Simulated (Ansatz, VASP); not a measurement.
# BaTe in VASP and in Ansatz

Contents of INCAR:

```
SYSTEM = BaTe
PREC     = Accurate       ! precision mode
ENCUT    = 520            ! plane-wave cutoff, eV
EDIFF    = 1E-6           ! SCF threshold, eV
ISMEAR   = 0              ! smearing method
SIGMA    = 0.05           ! smearing width, eV
LREAL    = .False.        ! projectors in reciprocal space
LASPH    = .True.         ! aspherical terms in the spheres
NELM     = 60             ! most SCF steps
ALGO     = Normal         ! electronic algorithm
ISIF     = 2              ! what is computed and relaxed
LWAVE    = .False.        ! write WAVECAR
LCHARG   = .False.        ! write CHGCAR
GGA      = PE             ! functional
IVDW     = 12             ! dispersion correction
NBANDS   = 15             ! bands
```

The input KPOINTS:

```
Automatic mesh
0
Gamma
  6 6 6
  0 0 0
```

File POSCAR:

```
BaTe
1.0
    0.0000000000      3.4276438039      3.4276438039
    3.4276438039      0.0000000000      3.4276438039
    3.4276438039      3.4276438039      0.0000000000
Ba Te
1 1
Direct
    0.5000000000      0.5000000000      0.5000000000
    0.0000000000      0.0000000000      0.0000000000
```

Input for Ansatz:

```yaml
crystal:
  lattice:
    - [0.0, 3.4276438039, 3.4276438039]
    - [3.4276438039, 0.0, 3.4276438039]
    - [3.4276438039, 3.4276438039, 0.0]
  atoms:
    - { symbol: Ba, position: [0.5, 0.5, 0.5] }
    - { symbol: Te, position: [0.0, 0.0, 0.0] }
basis:
  ecutwfc: 420
  ecutrho_ratio: 4
kpoints:
  mp_grid: { grid: [6, 6, 6] }
hamiltonian:
  xc: pbe
  dispersion: d3bj
scf:
  occupations: { method: gaussian, width: 0.05 }
output:
  forces: true
  stress: true
  eigenvalues: true
```

Alike in both runs: task single point; functional PBE; dispersion D3(BJ); k mesh 6 × 6 × 6; occupations gaussian, width 0.05 eV; no spin polarisation.

```csv
,VASP,Ansatz
version,VASP 6.6.1,Ansatz 0.2.0
potentials or method,"VASP PAW PBE potentials, release 64 (Ba_sv, Te), cutoff 520 eV","scalar-relativistic, plane waves, PAW"
valence electrons in the cell,16,26
```

```csv
,VASP,Ansatz,Ansatz less VASP
gap on the k mesh at the Fermi level (eV),1.37,1.46,+0.096
least direct gap on the mesh (eV),1.75,1.81,+0.060
pressure (GPa),2.1,1.7,-0.41
```

VASP's potentials hold 16 valence electrons a cell and Ansatz's 26, so a difference there can come from the potentials and not from the codes.

Neither program's run includes spin-orbit coupling.
